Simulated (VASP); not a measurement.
# MgF2 (P4_2/mnm) in VASP: relaxation of the atoms with PBE

Aim: the relaxation of the atoms of MgF2 with PBE.

All numbers are computed with VASP 6.6.1; they aren't measurements. Logs are shortened: lines on timing, memory, paths and dates and some standing lists are left out, and cuts for length are marked.

## Step 1: The cell of the first run

Symmetry: P4_2/mnm, No. 136, tetragonal system. The conventional cell has a = 4.615 Å, b = 4.615 Å, c = 3.048 Å, α = 90.00°, β = 90.00°, γ = 90.00°. Within 2.6 Å of Mg (site symmetry mmm) lie 6 F at 1.98 to 1.99 Å. F (site symmetry m2m) has 3 Mg at 1.98 to 1.99 Å and 1 F at 2.57 Å within 2.6 Å.

## Step 2: Relaxation of the atoms, PBE

Input file INCAR:

```
ALGO = Normal
EDIFF = 1E-7
EDIFFG = -0.02
ENCUT = 520
GGA = PE
GGA_COMPAT = F
IBRION = 2
ISIF = 2
ISMEAR = -1
LASPH = T
LCHARG = F
LREAL = F
LWAVE = F
NELM = 120
NELMIN = 4
NSW = 80
PREC = Accurate
SIGMA = 0.01
```

Input file KPOINTS:

```
k-points
0
Gamma
  7 7 11
```

Input file POSCAR:

```
MgF2
1.0
    4.6151966100      0.0000000000      0.0000000000
    0.0000000000      4.6151966100      0.0000000000
    0.0000000000      0.0000000000      3.0477835100
Mg F
2 4
Direct
    0.5000000000      0.5000000000      0.5000000000
    0.0000000000      0.0000000000      0.0000000000
    0.6970798600      0.6970798600      0.0000000000
    0.8029201400      0.1970798600      0.5000000000
    0.3029201400      0.3029201400      0.0000000000
    0.1970798600      0.8029201400      0.5000000000
```

Potentials or basis: VASP PAW PBE potentials, release 64 (Mg, F).

The run is started by

```console
$ cat potpaw_PBE.64/Mg/POTCAR potpaw_PBE.64/F/POTCAR > POTCAR
$ mpirun -np 1 vasp_std > vasp.out
```

OUTCAR:

```text
EDIFF = 1E-7
   EDIFFG = -0.02
   ENCUT = 520
   GGA = PE
   IBRION = 2
   ISIF = 2
   ISMEAR = -1
   LASPH = T
   LREAL = F
   NELM = 120
   NELMIN = 4
   NSW = 80
   PREC = Accurate

 ion  position               nearest neighbor table
   1  0.500  0.500  0.500-   4 1.98   6 1.98   5 1.99   3 1.99   3 1.99   5 1.99   2 3.60   2 3.60
                             2 3.60   2 3.60   2 3.60   2 3.60   2 3.60   2 3.60
   2  0.000  0.000  0.000-   3 1.98   5 1.98   4 1.99   6 1.99   4 1.99   6 1.99   1 3.60   1 3.60
                             1 3.60   1 3.60   1 3.60   1 3.60   1 3.60   1 3.60
   3  0.697  0.697  0.000-   2 1.98   1 1.99   1 1.99
   4  0.803  0.197  0.500-   1 1.98   2 1.99   2 1.99
   5  0.303  0.303  0.000-   2 1.98   1 1.99   1 1.99
   6  0.197  0.803  0.500-   1 1.98   2 1.99   2 1.99

  LATTYP: Found a simple tetragonal cell.
 ALAT       =     4.6151966100
 C/A-ratio  =     0.6603799941

  Lattice vectors:

 A1 = (   4.6151966100,   0.0000000000,   0.0000000000)
 A2 = (   0.0000000000,   4.6151966100,   0.0000000000)
 A3 = (   0.0000000000,   0.0000000000,   3.0477835100)

Analysis of symmetry for initial positions (statically):
=====================================================================
 Subroutine PRICEL returns:
 Original cell was already a primitive cell.

 Routine SETGRP: Setting up the symmetry group for a
 simple tetragonal supercell.

 Subroutine GETGRP returns: Found 16 space group operations
 (whereof  8 operations were pure point group operations)
 out of a pool of 16 trial point group operations.

The static configuration has the point symmetry D_2h.
 The point group associated with its full space group is D_4h.

Analysis of symmetry for dynamics (positions and initial velocities):
=====================================================================
 Subroutine PRICEL returns:
 Original cell was already a primitive cell.

 Routine SETGRP: Setting up the symmetry group for a
 simple tetragonal supercell.

 Subroutine GETGRP returns: Found 16 space group operations
 (whereof  8 operations were pure point group operations)
 out of a pool of 16 trial point group operations.

The dynamic configuration has the point symmetry D_2h.
 The point group associated with its full space group is D_4h.

 Subroutine INISYM returns: Found 16 space group operations
 (whereof  8 operations are pure point group operations),
 and found     1 'primitive' translations

----------------------------------------------------------------------------------------

                                     Primitive cell

  volume of cell :      64.9179

  direct lattice vectors                    reciprocal lattice vectors
     4.615196610  0.000000000  0.000000000     0.216675493  0.000000000  0.000000000
     0.000000000  4.615196610  0.000000000     0.000000000  0.216675493  0.000000000
     0.000000000  0.000000000  3.047783510     0.000000000  0.000000000  0.328107294

  length of vectors
     4.615196610  4.615196610  3.047783510     0.216675493  0.216675493  0.328107294

  position of ions in fractional coordinates (direct lattice)
     0.500000000  0.500000000  0.500000000
     0.000000000  0.000000000  0.000000000
     0.697079860  0.697079860  0.000000000
     0.802920140  0.197079860  0.500000000
     0.302920140  0.302920140  0.000000000
     0.197079860  0.802920140  0.500000000

  ion indices of the primitive-cell ions
   primitive index   ion index
                 1           1
                 2           2
                 3           3
                 4           4
                 5           5
                 6           6

[... 83 lines left out ...]
   NUPDOWN=      -1.0000    fix difference up-down
   EMIN   =  10.00;   EMAX   =-10.00  energy-range for DOS
   EFERMI =   0.00;   METHOD = LEGACY
   ISMEAR =    -1;   SIGMA  =   0.01  broadening in eV -4-tet -1-fermi 0-gaus
   EFERMI_NEDOS =   21; number of points for ismear=-14 and -15
   IALGO  =     38    algorithm
   IMIX   =      4    mixing-type and parameters
     AMIX     =   0.40;   BMIX     =  1.00
     AMIX_MAG =   1.60;   BMIX_MAG =  1.00
  volume/ion in A,a.u.               =      10.82        73.01
  Fermi-wavevector in a.u.,A,eV,Ry     =   1.293213  2.443818 22.754373  1.672399
  Thomas-Fermi vector in A             =   2.424872
   LORBIT       =      0    0 simple, 1 ext, 2 COOP (PROOUT), +10 PAW based schemes
   GGA     = PE    functional components
   LHFCALC =     F    Hartree Fock is set to
   AEXX    =    0.0000 exact exchange contribution
   IVDW    =     0    specifies the selected vdW correction
   LEPSILON=     F    determine dielectric tensor
   LRPA    =     F    only Hartree local field effects (RPA)
 conjugate gradient relaxation of ions
 non-spin polarized calculation
  energy-cutoff  :      520.00
  volume of cell :       64.92
 maximum number of plane-waves:      1764
 NGX is ok and might be reduce to    36
   NGX = 17   NGY = 17   NGZ = 11

--------------------------------------- Ionic step        1  -------------------------------------------

 number of electron      32.0000032 magnetization

 Free energy of the ion-electron system (eV)
  ---------------------------------------------------
  ext. energy  EPLUGINS =         0.00000000
  ---------------------------------------------------
  free energy    TOTEN  =       -31.50099074 eV

  energy without entropy =      -31.50099074  energy(sigma->0) =      -31.50099074

------------------------ aborting loop because EDIFF is reached ----------------------------------------

  FORCE on cell =-STRESS in cart. coord.  units (eV):
  Direction    XX          YY          ZZ          XY          YZ          ZX
  --------------------------------------------------------------------------------------
  -------------------------------------------------------------------------------------
  Total        1.7204875      1.7204875      1.8035162     -0.0000000      0.0000000      0.0000000
  in kB       42.4617200     42.4617200     44.5108729     -0.0000000      0.0000000      0.0000000
  external PRESSURE =      43.1447710 kB  Pullay stress =       0.0000000 kB

 VOLUME and BASIS-vectors are now :
 -----------------------------------------------------------------------------
  energy-cutoff  :      520.00
  volume of cell :       64.92
      direct lattice vectors                 reciprocal lattice vectors
     4.615196610  0.000000000  0.000000000     0.216675493  0.000000000  0.000000000
     0.000000000  4.615196610  0.000000000     0.000000000  0.216675493  0.000000000
     0.000000000  0.000000000  3.047783510     0.000000000  0.000000000  0.328107294

 POSITION                                       TOTAL-FORCE (eV/Angst)
 -----------------------------------------------------------------------------------
      2.30760      2.30760      1.52389         0.000000      0.000000      0.000000
      0.00000      0.00000      0.00000         0.000000      0.000000      0.000000
      3.21716      3.21716      0.00000         0.016190      0.016190      0.000000
      3.70563      0.90956      1.52389        -0.016190      0.016190      0.000000
      1.39804      1.39804      0.00000        -0.016190     -0.016190     -0.000000
      0.90956      3.70563      1.52389         0.016190     -0.016190     -0.000000
 -----------------------------------------------------------------------------------
    total drift:                                0.000000     -0.000000      0.000000

  FREE ENERGIE OF THE ION-ELECTRON SYSTEM (eV)
  ---------------------------------------------------
  free  energy   TOTEN  =       -31.5009907411 eV

  energy  without entropy=      -31.5009907411  energy(sigma->0) =      -31.50099074

--------------------------------------- Ionic step        2  -------------------------------------------

 number of electron      32.0000030 magnetization

 Free energy of the ion-electron system (eV)
  ---------------------------------------------------
  ext. energy  EPLUGINS =         0.00000000
  ---------------------------------------------------
  free energy    TOTEN  =       -31.50106201 eV

  energy without entropy =      -31.50106201  energy(sigma->0) =      -31.50106201

 E-fermi :  -0.9200     XC(G=0):  -9.7571

 val. band max:       -1.1737689061   @ k =   0.0000   0.0000   0.0000
 cond. band min:       5.9581154286   @ k =   0.0000   0.0000   0.0000
 fundamental gap:      7.1318843347
 Fermi energy:        -0.9200340420

 k-point     1 :       0.0000    0.0000    0.0000
  band No.  band energies     occupation
      1     -21.9411      2.00000
      2     -21.1294      2.00000
      3     -21.1294      2.00000
      4     -21.0340      2.00000
      5      -5.2702      2.00000
      6      -3.6956      2.00000
[... 541 lines left out ...]
     19      12.7957      0.00000
     20      13.1595      0.00000

 [... further k-points ...]

------------------------ aborting loop because EDIFF is reached ----------------------------------------

  FORCE on cell =-STRESS in cart. coord.  units (eV):
  Direction    XX          YY          ZZ          XY          YZ          ZX
  --------------------------------------------------------------------------------------
  -------------------------------------------------------------------------------------
  Total        1.7172618      1.7172618      1.7854908      0.0000000      0.0000000      0.0000000
  in kB       42.3821095     42.3821095     44.0660045      0.0000000      0.0000000      0.0000000
  external PRESSURE =      42.9434078 kB  Pullay stress =       0.0000000 kB

 VOLUME and BASIS-vectors are now :
 -----------------------------------------------------------------------------
  energy-cutoff  :      520.00
  volume of cell :       64.92
      direct lattice vectors                 reciprocal lattice vectors
     4.615196610  0.000000000  0.000000000     0.216675493  0.000000000  0.000000000
     0.000000000  4.615196610  0.000000000     0.000000000  0.216675493  0.000000000
     0.000000000  0.000000000  3.047783510     0.000000000  0.000000000  0.328107294

 POSITION                                       TOTAL-FORCE (eV/Angst)
 -----------------------------------------------------------------------------------
      2.30760      2.30760      1.52389        -0.000000     -0.000000      0.000000
      0.00000      0.00000      0.00000        -0.000000     -0.000000      0.000000
      3.21794      3.21794      0.00000         0.006732      0.006732      0.000000
      3.70485      0.91034      1.52389        -0.006732      0.006732      0.000000
      1.39725      1.39725      3.04778        -0.006732     -0.006732      0.000000
      0.91034      3.70485      1.52389         0.006732     -0.006732      0.000000
 -----------------------------------------------------------------------------------
    total drift:                                0.000000     -0.000000     -0.000000

  FREE ENERGIE OF THE ION-ELECTRON SYSTEM (eV)
  ---------------------------------------------------
  free  energy   TOTEN  =       -31.5010620140 eV

  energy  without entropy=      -31.5010620140  energy(sigma->0) =      -31.50106201

 reached required accuracy - stopping structural energy minimisation
```

Run time: 36 s. Hardware: 1 thread of Intel Xeon 6975P-C (Granite Rapids), shared host; peak memory 0.22 GiB.

Results:

| Quantity | Value |
| --- | --- |
| Free energy | -31.5011 eV |
| Energy gained by relaxing | 0.0 meV/atom |
| Ionic steps | 2 |
| Pressure after relaxing | 4.3 GPa |
| Largest force after relaxing | 0.010 eV/Å |
| Band gap on the k mesh | 7.13 eV |

Forces in eV/Å, atoms in the order of the input:
```
Mg   0.000  0.000  0.000
Mg   0.000  0.000  0.000
F    0.007  0.007  0.000
F   -0.007  0.007  0.000
F   -0.007 -0.007  0.000
F    0.007 -0.007  0.000
```

Final structure:
```
Mg F
1.0
     4.61520    0.00000    0.00000
     0.00000    4.61520    0.00000
     0.00000    0.00000    3.04778
Mg F
2 4
Direct
  0.50000 0.50000 0.50000
  0.00000 0.00000 0.00000
  0.69725 0.69725 0.00000
  0.80275 0.19725 0.50000
  0.30275 0.30275 0.00000
  0.19725 0.80275 0.50000
```

A k mesh can miss the band edges.
